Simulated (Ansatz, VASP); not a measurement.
Al2InN3: VASP beside Ansatz

```
Al In N
1.0
     4.91700   -2.82772    0.00000
     4.91700    2.82772    0.00000
     0.00000    0.00000    5.03943
Al In N
4 2 6
Direct
  0.00842 0.33492 0.98904
  0.66508 0.99158 0.98904
  0.99158 0.66508 0.48904
  0.33492 0.00842 0.48904
  0.32192 0.67808 0.97835
  0.67808 0.32192 0.47835
  0.03732 0.33357 0.36052
  0.66643 0.96268 0.36052
  0.96268 0.66643 0.86052
  0.33357 0.03732 0.86052
  0.29801 0.70199 0.41053
  0.70199 0.29801 0.91053
```

Change from the starting cell: strain along c alone, the other axes held, atoms relaxed: -4.0 %.

Alike in both runs: functional PBE; k mesh 6 × 6 × 6; occupations gaussian, width 0.02 eV; no spin polarisation.

Ansatz relaxed the structure, and its values are those at the end. VASP's run is a single point on that final structure, the one shown.

```csv
,VASP,Ansatz
version,VASP 6.6.1,Ansatz 0.2.0
potentials or method,"VASP PAW PBE potentials, release 64 (Al, In_d, N), cutoff 520 eV","scalar-relativistic, plane waves, PAW"
valence electrons in the cell,68,68
```

Ansatz gave:

- gap on the k mesh at the Fermi level (eV): 2.24
- least direct gap on the mesh (eV): 2.24
- pressure (GPa): 7.1
- rms of the force components (eV/Å): 0.001

Problem. Which values does VASP return?

Solution. gap on the k mesh at the Fermi level (eV): 2.24; least direct gap on the mesh (eV): 2.24; pressure (GPa): 7.1; rms of the force components (eV/Å): 0.013.

Ansatz's warnings: stress scf threshold loose.
